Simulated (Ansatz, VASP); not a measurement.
Two plane-wave programs on Si

Contents of POSCAR:

```
Si
1.0
    2.5321100000      0.0000000000      0.0000000000
    0.0000000000      2.5321100000      0.0000000000
    0.0000000000      0.0000000000      2.5321100000
Si
1
Direct
    0.5000000000      0.5000000000      0.5000000000
```

Contents of INCAR.step1:

```
PREC = Accurate
ENCUT = 520
EDIFF = 1E-5
ISMEAR = -1
SIGMA = 0.05
LREAL = F
LASPH = T
NELM = 60
ALGO = Normal
ISIF = 2
LWAVE = T
GGA = PE
NBANDS = 8
```

INCAR.step2

```
PREC = Accurate
ENCUT = 520
EDIFF = 1E-7
ISMEAR = -1
SIGMA = 0.05
LREAL = F
LASPH = T
NELM = 60
ALGO = Normal
ISIF = 2
LWAVE = F
LCHARG = T
GGA = PE
LHFCALC = T
HFSCREEN = 0.2079
PRECFOCK = Normal
LELF = T
LVHAR = T
ISTART = 1
NBANDS = 8
```

File KPOINTS:

```
Automatic mesh
0
Gamma
  5 5 5
```

File input:

```
crystal:
  lattice:
    - [2.53211, 0.0, 0.0]
    - [0.0, 2.53211, 0.0]
    - [0.0, 0.0, 2.53211]
  atoms:
    - { symbol: Si, position: [0.5, 0.5, 0.5] }
hamiltonian:
  xc: hse06
  pseudopotentials: { kind: paw }
kpoints:
  mp_grid: { grid: [5, 5, 5] }
  band_path:
    path:
      - [[0.0, 0.0, 0.0], [0.0, 0.5, 0.0], [0.5, 0.5, 0.0], [0.0, 0.0, 0.0], [0.5, 0.5, 0.5], [0.0, 0.5, 0.0]]
      - [[0.5, 0.5, 0.0], [0.5, 0.5, 0.5]]
    npoints: 4
scf:
  occupations: { method: fermi_dirac, width: 0.05 }
  n_extra_bands: 6
output:
  forces: true
  stress: true
  eigenvalues: true
  fatbands: false
```

Alike in both runs: functional HSE06; k mesh 5 × 5 × 5; occupations fermi-dirac, width 0.05 eV; no spin polarisation.

|  | VASP | Ansatz |
| --- | --- | --- |
| version | VASP 6.6.1 | Ansatz 0.2.0 |
| potentials or method | VASP PAW PBE potentials, release 64 (Si) | Ansatz PAW |
| plane-wave cutoff (eV) | 520 | 420 |
| valence electrons in the cell | 4 | 4 |
| task | single point | band structure |

|  | VASP | Ansatz | Ansatz less VASP |
| --- | --- | --- | --- |
| gap on the k mesh at the Fermi level (eV) | none | none | - |
| pressure (GPa) | 1.2 | 1.5 | +0.33 |

A gap of «none» marks a metal or a gap that the smearing closes.

The k mesh is coarse, so the values compare programs but aren't converged.
